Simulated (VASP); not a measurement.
A run of VASP 6.6.1 is set up as follows.

The input INCAR:

```
PREC = Accurate
ENCUT = 520
EDIFF = 1E-7
ISMEAR = 0
SIGMA = 0.05
LREAL = F
LASPH = T
NELM = 60
ALGO = Normal
ISIF = 2
LWAVE = F
LCHARG = T
LDIPOL = T
IDIPOL = 3
DIPOL = 0.5 0.5 0.395
GGA = PE
IVDW = 12
LELF = T
LVHAR = T
LVACPOTAV = T
NBANDS = 31
```

The input KPOINTS:

```
Automatic mesh
0
Gamma
  9 9 1
```

POSCAR

```
PtS2
1.0
    3.5415278079      0.0000000000      0.0000000000
   -1.7707639039      3.0670530498      0.0000000000
    0.0000000000      0.0000000000     22.4670615492
S Pt
4 2
Direct
    0.6666666667      0.3333333333      0.2002932155
    0.3333333333      0.6666666667      0.3108341854
    0.3333333333      1.1666666667      0.4795255824
    0.6666666667      0.8333333333      0.5900665523
    0.0000000000      0.0000000000      0.2555637004
    1.0000000000      1.5000000000      0.5347960674
```

Potentials or basis: VASP PAW PBE potentials, release 64 (S, Pt).

Run with:

```console
$ cat potpaw_PBE.64/S/POTCAR potpaw_PBE.64/Pt/POTCAR > POTCAR
$ mpirun -np 1 vasp_std > vasp.out
```

Task: Predict the largest force.

Result: 0.054 eV/Å.

Task: Estimate the band gap on the k mesh.

Result: 1.59 eV (least direct gap 1.67 eV).

Forces in eV/Å, atoms in the order of the input:
```
S   -0.002 -0.001  0.043
S   -0.002 -0.001  0.023
S   -0.002 -0.001 -0.023
S   -0.002 -0.001 -0.043
Pt   0.004  0.002  0.054
Pt   0.004  0.002 -0.054
```

Caveat: the cell differs from its parent crystal (layers slid over each other); spin-orbit coupling is left out, which moves the levels of the heavy elements.
